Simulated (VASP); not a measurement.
# Cd3Hg5Se8 (P1) in VASP: single point with PBEsol

Aim: the single point of Cd3Hg5Se8 with PBEsol.

Everything below comes from runs of VASP 6.6.1. Logs are shortened: lines on timing, memory, paths and dates and some standing lists are left out, and cuts for length are marked.

## (1) The cell of the first run

The typed cell holds 64 atoms: a = 12.228 Å, b = 12.228 Å, c = 12.228 Å, α = 90.00°, β = 90.00°, γ = 90.00°.

## (2) Single point, PBEsol

File INCAR:

```
SYSTEM = Cd3Hg5Se8
  ALGO = Normal
  EDIFF = 1E-6
  ENCUT = 500
  GGA = PS
  GGA_COMPAT = .False.
  ISIF = 2
  ISMEAR = -1
  ISYM = -1
  LASPH = .True.
  LCHARG = .False.
  LREAL = Auto
  LWAVE = .False.
  NBANDS = 326
  NELM = 120
  PREC = Accurate
  SIGMA = 0.05
```

File KPOINTS:

```
explicit points
1
Reciprocal
  0.25000000   0.25000000   0.25000000 1
```

File POSCAR:

```
Cd3Hg5Se8
1.0
   12.2281633698      0.0000000000      0.0000000000
    0.0000000000     12.2281633698      0.0000000000
    0.0000000000      0.0000000000     12.2281633698
Cd Hg Se
12 20 32
Direct
    0.9979340000      0.9986980000      0.9980500000
    0.9996260000      0.4999720000      0.9994110000
    0.4997020000      0.9993290000      0.4982910000
    0.7493410000      0.7500190000      0.9999010000
    0.7488360000      0.7507430000      0.4992190000
    0.2485950000      0.4995060000      0.2493260000
    0.2493770000      0.4996610000      0.7494820000
    0.7488380000      0.9998290000      0.7480040000
    0.9990690000      0.7490740000      0.2480480000
    0.9987460000      0.7502960000      0.7491150000
    0.4998690000      0.2488850000      0.7488660000
    0.4988210000      0.7490520000      0.2492770000
    0.0003280000      0.9995390000      0.5005660000
    0.0025930000      0.5020560000      0.5018910000
    0.5013770000      0.0008270000      0.0012040000
    0.5010880000      0.5016320000      0.9994990000
    0.5017750000      0.5028370000      0.5001150000
    0.2511920000      0.2510310000      0.0021150000
    0.2525510000      0.2514000000      0.5020460000
    0.2497430000      0.7501520000      0.0004350000
    0.2518300000      0.7520110000      0.4991010000
    0.7507930000      0.2508960000      0.0002360000
    0.7509550000      0.2508930000      0.5021330000
    0.2490560000      0.0003040000      0.2499520000
    0.2498390000      0.0009620000      0.7516780000
    0.7513160000      0.9993390000      0.2513720000
    0.7525510000      0.5019870000      0.2509560000
    0.7517660000      0.5007020000      0.7522410000
    0.0020420000      0.2501380000      0.2501540000
    0.0010900000      0.2498160000      0.7521900000
    0.5011270000      0.2509050000      0.2518620000
    0.5005910000      0.7513200000      0.7510410000
    0.1225740000      0.1225580000      0.1218460000
    0.1242920000      0.1246720000      0.6241230000
    0.1232120000      0.6232390000      0.1246520000
    0.1259750000      0.6268330000      0.6263490000
    0.6252570000      0.1249250000      0.1255230000
    0.6228080000      0.1231940000      0.6237190000
    0.6248630000      0.6258940000      0.1247300000
    0.6260160000      0.6256820000      0.6252560000
    0.3751550000      0.3758870000      0.1256230000
    0.3760520000      0.3764000000      0.6260640000
    0.3746490000      0.8741520000      0.1243720000
    0.3750590000      0.8759040000      0.6245120000
    0.8752090000      0.3752360000      0.1242520000
    0.8756460000      0.3752730000      0.6252000000
    0.8744200000      0.8735100000      0.1233860000
    0.8728270000      0.8735510000      0.6244250000
    0.3741230000      0.1240550000      0.3744930000
    0.3751520000      0.1253970000      0.8748730000
    0.3733660000      0.6236420000      0.3724930000
    0.3732200000      0.6241660000      0.8730260000
    0.8745590000      0.1250040000      0.3746780000
    0.8728770000      0.1227450000      0.8731070000
    0.8755000000      0.6267820000      0.3760440000
    0.8757120000      0.6262980000      0.8761080000
    0.1252180000      0.3749080000      0.3750880000
    0.1249970000      0.3760580000      0.8752200000
    0.1224000000      0.8729070000      0.3727070000
    0.1226770000      0.8738590000      0.8737360000
    0.6257090000      0.3756300000      0.3748780000
    0.6231810000      0.3733670000      0.8730860000
    0.6226330000      0.8730240000      0.3739170000
    0.6260390000      0.8752630000      0.8748620000
```

Potentials or basis: VASP PAW PBE potentials, release 64 (Cd, Hg, Se).

Started as:

```bash
$ cat potpaw_PBE.64/Cd/POTCAR potpaw_PBE.64/Hg/POTCAR potpaw_PBE.64/Se/POTCAR > POTCAR
$ mpirun -np 1 vasp_std > vasp.out
```

OUTCAR:

```text
SYSTEM = Cd3Hg5Se8
   EDIFF = 1E-6
   ENCUT = 500
   GGA = PS
   ISIF = 2
   ISMEAR = -1
   ISYM = -1
   LASPH = .True.
   LREAL = Auto
   NELM = 120
   PREC = Accurate

 ion  position               nearest neighbor table
   1  0.998  0.999  0.998-  33 2.63  60 2.64  47 2.64  54 2.64
   2  1.000  0.500  0.999-  35 2.63  58 2.64  56 2.64  45 2.64
   3  0.500  0.999  0.498-  38 2.63  63 2.64  49 2.64  44 2.64
   4  0.749  0.750  1.000-  47 2.63  39 2.64  64 2.64  56 2.64
   5  0.749  0.751  0.499-  48 2.63  63 2.64  55 2.64  40 2.64
   6  0.249  0.500  0.249-  51 2.63  57 2.64  35 2.64  41 2.64
[... 56 lines left out ...]
  63  0.623  0.873  0.374-  12 2.63   3 2.64   5 2.64  26 2.67
  64  0.626  0.875  0.875-  32 2.63   4 2.64   8 2.64  15 2.66

IMPORTANT INFORMATION: All symmetrisations will be switched off!
NOSYMM: (Re-)initialisation of all symmetry stuff for point group C_1.

----------------------------------------------------------------------------------------

                                     Primitive cell

  volume of cell :    1828.4526

  direct lattice vectors                    reciprocal lattice vectors
    12.228163370  0.000000000  0.000000000     0.081778430  0.000000000  0.000000000
     0.000000000 12.228163370  0.000000000     0.000000000  0.081778430  0.000000000
     0.000000000  0.000000000 12.228163370     0.000000000  0.000000000  0.081778430

  length of vectors
    12.228163370 12.228163370 12.228163370     0.081778430  0.081778430  0.081778430

  position of ions in fractional coordinates (direct lattice)
     0.997934000  0.998698000  0.998050000
     0.999626000  0.499972000  0.999411000
     0.499702000  0.999329000  0.498291000
     0.749341000  0.750019000  0.999901000
     0.748836000  0.750743000  0.499219000
     0.248595000  0.499506000  0.249326000
[... 56 lines left out ...]
     0.622633000  0.873024000  0.373917000
     0.626039000  0.875263000  0.874862000

  ion indices of the primitive-cell ions
   primitive index   ion index
                 1           1
                 2           2
                 3           3
                 4           4
                 5           5
                 6           6
[... 56 lines left out ...]
                63          63
                64          64

----------------------------------------------------------------------------------------

 KPOINTS: explicit points

Read explicit list of k-points.

 Found      1 k-points:

 Following reciprocal coordinates:
            Coordinates               Weight
  0.250000  0.250000  0.250000      1.000000
   k-points           NKPTS =      1   k-points in BZ     NKDIM =      1   number of bands    NBANDS=    326
   number of dos      NEDOS =    301   number of ions     NIONS =     64
   total plane-waves  NPLWV = 729000
   dimension x,y,z NGX =    90 NGY =   90 NGZ =   90
   dimension x,y,z NGXF=   180 NGYF=  180 NGZF=  180
   ions per type =              12  20  32
   NGX,Y,Z   is equivalent  to a cutoff of  12.24, 12.24, 12.24 a.u.
   NGXF,Y,Z  is equivalent  to a cutoff of  24.47, 24.47, 24.47 a.u.
 SYSTEM =  Cd3Hg5Se8
   PREC   = accura    normal or accurate (medium, high low for compatibility)
   ISTART =      0    job   : 0-new  1-cont  2-samecut
   ICHARG =      2    charge: 1-file 2-atom 10-const
   ISPIN  =      1    spin polarized calculation?
   LNONCOLLINEAR =      F non collinear calculations
   LSORBIT =      F    spin-orbit coupling
   LASPH  =      T    aspherical Exc in radial PAW
   ENCUT  =  500.0 eV  36.75 Ry    6.06 a.u.  22.29 22.29 22.29*2*pi/ulx,y,z
   NELM   =    120;   NELMIN=  2; NELMDL= -5     # of ELM steps
   EDIFF  = 0.1E-05   stopping-criterion for ELM
   LREAL  =      T    real-space projection
   EDIFFG = 0.1E-04   stopping-criterion for IOM
   NSW    =      0    number of steps for IOM
   IBRION =     -1    ionic relax: 0-MD 1-quasi-New 2-CG
   NFREE  =      0    steps in history (QN), initial steepest desc. (CG)
   ISIF   =      2    stress and relaxation
   ISYM   =     -1    0-nonsym 1-usesym 2-fastsym
   POTIM  = 0.5000    time-step for ionic-motion
   TEBEG  =    0.0;   TEEND  =   0.0 temperature during run
   PSTRESS=    0.0 pullay stress
   NELECT =     576.0000    total number of electrons
   NUPDOWN=      -1.0000    fix difference up-down
   EMIN   =  10.00;   EMAX   =-10.00  energy-range for DOS
   EFERMI =   0.00;   METHOD = LEGACY
   ISMEAR =    -1;   SIGMA  =   0.05  broadening in eV -4-tet -1-fermi 0-gaus
   EFERMI_NEDOS =   21; number of points for ismear=-14 and -15
   IALGO  =     38    algorithm
   IMIX   =      4    mixing-type and parameters
     AMIX     =   0.40;   BMIX     =  1.00
     AMIX_MAG =   1.60;   BMIX_MAG =  1.00
  volume/ion in A,a.u.               =      28.57       192.80
  Fermi-wavevector in a.u.,A,eV,Ry     =   1.113921  2.105006 16.882384  1.240820
  Thomas-Fermi vector in A             =   2.250511
   LORBIT       =      0    0 simple, 1 ext, 2 COOP (PROOUT), +10 PAW based schemes
   GGA     = PS    functional components
   LHFCALC =     F    Hartree Fock is set to
   AEXX    =    0.0000 exact exchange contribution
   IVDW    =     0    specifies the selected vdW correction
   LEPSILON=     F    determine dielectric tensor
   LRPA    =     F    only Hartree local field effects (RPA)
 non-spin polarized calculation
  energy-cutoff  :      500.00
  volume of cell :     1828.45
 maximum number of plane-waves:     46349
 NGX is ok and might be reduce to    90
   NGX = 45   NGY = 45   NGZ = 45

 number of electron     575.9999925 magnetization

 Free energy of the ion-electron system (eV)
  ---------------------------------------------------
  ext. energy  EPLUGINS =         0.00000000
  ---------------------------------------------------
  free energy    TOTEN  =      -170.12051770 eV

  energy without entropy =     -170.12032060  energy(sigma->0) =     -170.12041915

 E-fermi :   1.5463     XC(G=0):  -9.1248

 val. band max:        1.0531450422   @ k =   0.2500   0.2500   0.2500
 cond. band min:       2.0106423124   @ k =   0.2500   0.2500   0.2500
 fundamental gap:      0.9574972702
 Fermi energy:         1.5463301340

 k-point     1 :       0.2500    0.2500    0.2500
  band No.  band energies     occupation
      1     -11.8482      2.00000
      2     -11.7366      2.00000
      3     -11.7024      2.00000
      4     -11.6819      2.00000
      5     -11.6179      2.00000
      6     -11.5982      2.00000
[... 292 lines left out ...]
    299       3.4272      0.00000
    300       3.8532      0.00000
 [bands above 300 left out]

------------------------ aborting loop because EDIFF is reached ----------------------------------------

  FORCE on cell =-STRESS in cart. coord.  units (eV):
  Direction    XX          YY          ZZ          XY          YZ          ZX
  --------------------------------------------------------------------------------------
  -------------------------------------------------------------------------------------
  Total        3.4271863      3.4172277      3.4860497     -1.4537408     -1.0423463     -1.3641773
  in kB        3.0030641      2.9943379      3.0546430     -1.2738370     -0.9133535     -1.1953572
  external PRESSURE =       3.0173483 kB  Pullay stress =       0.0000000 kB

 VOLUME and BASIS-vectors are now :
 -----------------------------------------------------------------------------
  energy-cutoff  :      500.00
  volume of cell :     1828.45
      direct lattice vectors                 reciprocal lattice vectors
    12.228163370  0.000000000  0.000000000     0.081778430  0.000000000  0.000000000
     0.000000000 12.228163370  0.000000000     0.000000000  0.081778430  0.000000000
     0.000000000  0.000000000 12.228163370     0.000000000  0.000000000  0.081778430

 POSITION                                       TOTAL-FORCE (eV/Angst)
 -----------------------------------------------------------------------------------
     12.20290     12.21224     12.20432        -0.009208     -0.002665     -0.011682
     12.22359      6.11374     12.22096        -0.005026     -0.008624      0.001135
      6.11044     12.21996      6.09318        -0.007024     -0.006415     -0.007020
      9.16306      9.17135     12.22695        -0.010931     -0.002853     -0.000710
      9.15689      9.18021      6.10453        -0.013432     -0.002553     -0.009288
      3.03986      6.10804      3.04880        -0.011695     -0.006841     -0.009784
[... 56 lines left out ...]
      7.61366     10.67548      4.57232         0.010971      0.001613      0.009111
      7.65531     10.70286     10.69796         0.013343      0.000373      0.006279
 -----------------------------------------------------------------------------------
    total drift:                                0.013970      0.002786     -0.034930

  FREE ENERGIE OF THE ION-ELECTRON SYSTEM (eV)
  ---------------------------------------------------
  free  energy   TOTEN  =      -170.1205177027 eV

  energy  without entropy=     -170.1203206013  energy(sigma->0) =     -170.12041915
```

Run time: 18 min. Hardware: 1 thread of Intel Xeon Platinum 8375C at 2.90GHz (Ice Lake), shared host; peak memory 1.5 GiB.

Results:

| Item | Value |
| --- | --- |
| Free energy | -170.1205 eV |
| Pressure | 0.3 GPa |
| Largest force | 0.034 eV/Å |
| Band gap on the k mesh | 0.96 eV |

Forces on the atoms (eV/Å):
```
Cd  -0.009 -0.003 -0.012
Cd  -0.005 -0.009  0.001
Cd  -0.007 -0.006 -0.007
Cd  -0.011 -0.003 -0.001
Cd  -0.013 -0.003 -0.009
Cd  -0.012 -0.007 -0.010
Cd  -0.014 -0.001 -0.004
Cd  -0.005 -0.002 -0.013
Cd  -0.012 -0.008 -0.011
Cd  -0.005  0.008 -0.011
Cd  -0.010 -0.010 -0.010
Cd  -0.015 -0.002 -0.001
Hg  -0.016 -0.012 -0.016
Hg  -0.023 -0.005 -0.010
Hg  -0.016  0.000 -0.005
Hg  -0.012 -0.013 -0.020
Hg  -0.016 -0.008 -0.016
Hg  -0.019 -0.014 -0.013
Hg  -0.025 -0.007 -0.014
Hg  -0.015 -0.013 -0.023
Hg  -0.013  0.000 -0.009
Hg  -0.016  0.000 -0.024
Hg  -0.017 -0.011 -0.021
Hg  -0.025 -0.011 -0.009
Hg  -0.017 -0.009 -0.012
Hg  -0.019 -0.010 -0.010
Hg  -0.023 -0.012 -0.009
Hg  -0.025 -0.022 -0.007
Hg  -0.020 -0.019 -0.013
Hg  -0.019 -0.006 -0.018
Hg  -0.017 -0.007 -0.023
Hg  -0.019 -0.016 -0.007
Se   0.013  0.014  0.010
Se   0.021  0.009  0.010
Se   0.012  0.006  0.012
Se   0.018  0.000  0.010
Se   0.016  0.009  0.020
Se   0.009  0.011  0.015
Se   0.018  0.005  0.003
Se   0.016  0.012  0.009
Se   0.013  0.012  0.017
Se   0.018  0.007  0.013
Se   0.016  0.008  0.014
Se   0.013  0.015  0.004
Se   0.023  0.015  0.000
Se   0.023  0.009  0.010
Se   0.016  0.005  0.011
Se   0.012  0.000  0.018
Se   0.017 -0.001  0.013
Se   0.019  0.006  0.007
Se   0.020  0.009  0.005
Se   0.015  0.013  0.014
Se   0.017  0.013  0.017
Se   0.012 -0.003  0.021
Se   0.014  0.008  0.009
Se   0.008  0.006  0.011
Se   0.017  0.009  0.012
Se   0.010  0.007  0.008
Se   0.016  0.008  0.017
Se   0.005  0.001  0.014
Se   0.018  0.010  0.012
Se   0.020  0.014  0.016
Se   0.011  0.002  0.009
Se   0.013  0.000  0.006
```

Caveat: the PAW data sets were made with another functional, which shifts forces and pressure a little; spin-orbit coupling is left out, which moves the levels of the heavy elements; a shifted mesh leaves out Γ, where band edges can lie.
